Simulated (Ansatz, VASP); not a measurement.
One calculation of TiAl, two programs

The input INCAR:

```
PREC = Accurate ; ENCUT = 520
EDIFF = 1E-6 ; ISMEAR = -1
SIGMA = 0.05 ; LREAL = False
LASPH = True ; NELM = 60
ALGO = Fast ; ISIF = 2
LWAVE = False ; LCHARG = False
GGA = PE ; NBANDS = 14
```

The input KPOINTS:

```
Automatic mesh
0
Gamma
  11 11 6
```

The input POSCAR:

```
TiAl
1.0
    2.8285106954      0.0000000000      0.0000000000
   -1.4142553477      2.4495621171      0.0000000000
    0.0000000000      0.0000000000      4.6148579117
Ti Al
1 1
Direct
    0.0000000000      0.0000000000      0.0000000000
    0.3333333333      0.6666666667      0.5000000000
```

File input.yaml:

```yaml
crystal:
  lattice:
    - [2.8285106954, 0.0, 0.0]
    - [-1.4142553477, 2.4495621171, 0.0]
    - [0.0, 0.0, 4.6148579117]
  atoms:
    - { symbol: Ti, position: [0.0, 0.0, 0.0] }
    - { symbol: Al, position: [0.3333333333, 0.6666666667, 0.5] }
kpoints:
  mp_grid: { grid: [11, 11, 6] }
scf:
  occupations: { method: fermi_dirac, width: 0.05 }
hamiltonian:
  xc: pbe
  pseudopotentials: { kind: all_electron, lapw: { basis_error: 0.0005 } }
output:
  forces: true
  stress: true
  eigenvalues: true
```

Change from the starting cell: volume scaled by 0.96.

Alike in both runs: task single point; functional PBE; k mesh 11 × 11 × 6; occupations fermi-dirac, width 0.05 eV; no spin polarisation.

|  | VASP | Ansatz |
| --- | --- | --- |
| version | VASP 6.6.1 | Ansatz 0.2.0 |
| potentials or method | VASP PAW PBE potentials, release 64 (Ti_sv, Al), cutoff 520 eV | all-electron LAPW, scalar-relativistic |

```csv
,VASP,Ansatz,Ansatz less VASP
gap on the k mesh at the Fermi level (eV),none,none,-
pressure (GPa),4.8,4.9,+0.14
"traceless stress, the component that is largest in VASP (GPa)",-0.72,-0.76,-0.040
```

A gap of «none» marks a metal or a gap that the smearing closes. Ansatz ran all-electron here, and VASP with PAW potentials.
